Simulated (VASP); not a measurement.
Wanted: the native input for a VASP 6.6.1 run.

```
Task                   : single point
Functional             : r2SCAN
Potentials or basis    : VASP PAW PBE potentials, release 64 (Zn, S)
Cutoff                 : 520 eV
k mesh                 : 8 × 8 × 8
Occupations            : gaussian, width 0.05 eV
Spin                   : no spin polarisation
Dipole correction      : no
Further INCAR settings : ALGO = Normal; EDIFF = 1e-07; NBANDS = 16
```

The system is ZnS.

```
Zn S
1.0
     0.00000    2.78579    2.78579
     2.78579    0.00000    2.78579
     2.78579    2.78579    0.00000
Zn S
1 1
Direct
  0.00000 0.00000 0.00000
  0.75000 0.75000 0.75000
```

This cell differs from its parent crystal: strain +0.030 along x and y, +0.030 along z.

These files were run (other wordings do the same):

POSCAR

```
ZnS
1.0
    0.0000000000      2.7857895000      2.7857895000
    2.7857895000      0.0000000000      2.7857895000
    2.7857895000      2.7857895000      0.0000000000
Zn S
1 1
Direct
    0.0000000000      0.0000000000      0.0000000000
    0.7500000000      0.7500000000      0.7500000000
```

INCAR.step1

```
SYSTEM = ZnS
PREC = Accurate ; ENCUT = 520
ISMEAR = 0 ; SIGMA = 0.05
LREAL = .False. ; LASPH = .True.
NELM = 80 ; NBANDS = 16
GGA = PE ; ALGO = Normal
EDIFF = 1E-4 ; LWAVE = .True.
LCHARG = .False.
```

INCAR.step2

```
SYSTEM = ZnS
PREC = Accurate ; ENCUT = 520
EDIFF = 1E-7 ; ISMEAR = 0
SIGMA = 0.05 ; LREAL = .False.
LASPH = .True. ; NELM = 80
ALGO = Normal ; ISIF = 2
LWAVE = .False. ; LCHARG = .False.
METAGGA = R2SCAN ; LMIXTAU = .True.
NBANDS = 16 ; ISTART = 1
```

KPOINTS

```
regular mesh
0
Gamma
  8 8 8
  0 0 0
```

Potentials or basis: VASP PAW PBE potentials, release 64 (Zn, S).

Launch:

```console
$ cat potpaw_PBE.64/Zn/POTCAR potpaw_PBE.64/S/POTCAR > POTCAR
$ cp INCAR.step1 INCAR
$ mpirun -np 1 vasp_std > vasp.out
$ cp INCAR.step2 INCAR
$ mpirun -np 1 vasp_std > vasp.out
```

Results of the run:

```json
{"Pressure": "-6.3 GPa", "Band gap on the k mesh": "2.26 eV"}
```

Caveat: the cell differs from its parent crystal (strain +0.030 along x and y, +0.030 along z); the cell stands under tension; the PAW data sets were made with another functional, which shifts forces and pressure a little.

It took 46 s on 1 thread of Intel(R) Xeon(R) 6975P-C (Granite Rapids) (shared host), peak memory 0.18 GiB.
